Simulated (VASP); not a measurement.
A run of VASP 6.6.1:

Contents of INCAR:

```
  PREC = Accurate
  ENCUT = 500
  EDIFF = 1E-6
  ISMEAR = 0
  SIGMA = 0.1
  LREAL = False
  LASPH = True
  NELM = 120
  ALGO = Normal
  ISIF = 2
  LWAVE = False
  LCHARG = False
  NBANDS = 11
  GGA_COMPAT = False
```

KPOINTS

```
Automatic mesh
0
Gamma
  18 18 18
```

File POSCAR:

```
Si
1.0
   -2.3824154513      2.3824154513      1.3052992358
    2.3824154513     -2.3824154513      1.3052992358
    2.3824154513      2.3824154513     -1.3052992358
Si
2
Direct
    0.2500000000      0.7500000000      0.5000000000
    0.5000000000      0.5000000000      0.0000000000
```

Potentials or basis: VASP PAW LDA potentials, release 64 (Si).

Launch:

```bash
$ cat potpaw_LDA.64/Si/POTCAR > POTCAR
$ mpirun -np 1 vasp_std > vasp.out
```

Hardware: 1 thread of AMD EPYC 7R13, with other jobs on the host.

Problem. How long does it take, and how much memory?

Solution. It took 4.4 min on 1 thread of AMD EPYC 7R13, with other jobs on the host, peak memory 0.2 GiB. Counts: scf iterations 10, k points 480.
